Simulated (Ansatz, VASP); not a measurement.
# Al8N: VASP beside Ansatz

The input INCAR:

```
PREC = Accurate
ENCUT = 520
EDIFF = 1E-7
ISMEAR = 0
SIGMA = 0.1
LREAL = F
LASPH = T
NELM = 80
ALGO = Normal
ISIF = 2
LWAVE = F
LCHARG = F
LDIPOL = T
IDIPOL = 3
DIPOL = 0.5 0.5 0.398
GGA = PE
NBANDS = 24
```

File KPOINTS:

```
Automatic mesh
0
Gamma
  9 9 1
```

Contents of POSCAR:

```
Al8N
1.0
    2.8543223330      0.0000000000      0.0000000000
   -1.4271611665      2.4719156510      0.0000000000
    0.0000000000      0.0000000000     33.4760593533
Al N
8 1
Direct
    0.3333333333      0.6666666667      0.1194883770
    0.0000000000      0.0000000000      0.1895622803
    0.6666666667      0.3333333333      0.2596361837
    0.0000000000      0.0000000000      0.3297100869
    0.3333333333      0.6666666667      0.3992195594
    0.0000000000      0.0000000000      0.4696536480
    0.6666666667      0.3333333333      0.5400996810
    0.0000000000      0.0000000000      0.6116627748
    0.4444444444     -0.4444444444      0.6621466141
```

Input for Ansatz:

```yaml
crystal:
  lattice:
    - [2.854322333, 0.0, 0.0]
    - [-1.4271611665, 2.471915651, 0.0]
    - [0.0, 0.0, 33.4760593533]
  atoms:
    - { symbol: Al, position: [0.3333333333, 0.6666666667, 0.119488377] }
    - { symbol: Al, position: [0.0, 0.0, 0.1895622803] }
    - { symbol: Al, position: [0.6666666667, 0.3333333333, 0.2596361837] }
    - { symbol: Al, position: [0.0, 0.0, 0.3297100869] }
    - { symbol: Al, position: [0.3333333333, 0.6666666667, 0.3992195594] }
    - { symbol: Al, position: [0.0, 0.0, 0.469653648] }
    - { symbol: Al, position: [0.6666666667, 0.3333333333, 0.540099681] }
    - { symbol: Al, position: [0.0, 0.0, 0.6116627748] }
    - { symbol: "N", position: [0.4444444444, -0.4444444444, 0.6621466141] }
basis:
  ecutwfc: 420
kpoints:
  mp_grid: { grid: [9, 9, 1] }
hamiltonian:
  xc: pbe
scf:
  occupations: { method: gaussian, width: 0.1 }
output:
  forces: true
  eigenvalues: true
  write_density: true
  write_potential: true
  elf: true
  volumetric_format: npy
efield:
  axis: 3
  dipole_correction: true
  ramp_width: 0.04
```

Alike in both runs: task single point; functional PBE; k mesh 9 × 9 × 1; occupations gaussian, width 0.1 eV; no spin polarisation.

|  | VASP | Ansatz |
| --- | --- | --- |
| version | VASP 6.6.1 | Ansatz 0.2.0 |
| potentials or method | VASP PAW PBE potentials, release 64 (Al, N), cutoff 520 eV | scalar-relativistic, plane waves, PAW |
| valence electrons in the cell | 29 | 29 |

Ansatz gave:

- gap on the k mesh at the Fermi level (eV): none
- rms of the force components (eV/Å): 0.875

Question: Which values does VASP return?

Answer: gap on the k mesh at the Fermi level (eV): none; rms of the force components (eV/Å): 0.872.

Atom by atom the forces differ by 0.004 eV/Å (rms over components). A gap of «none» marks a metal or a gap that the smearing closes. Ansatz's warnings: xc potential rough in thin density.
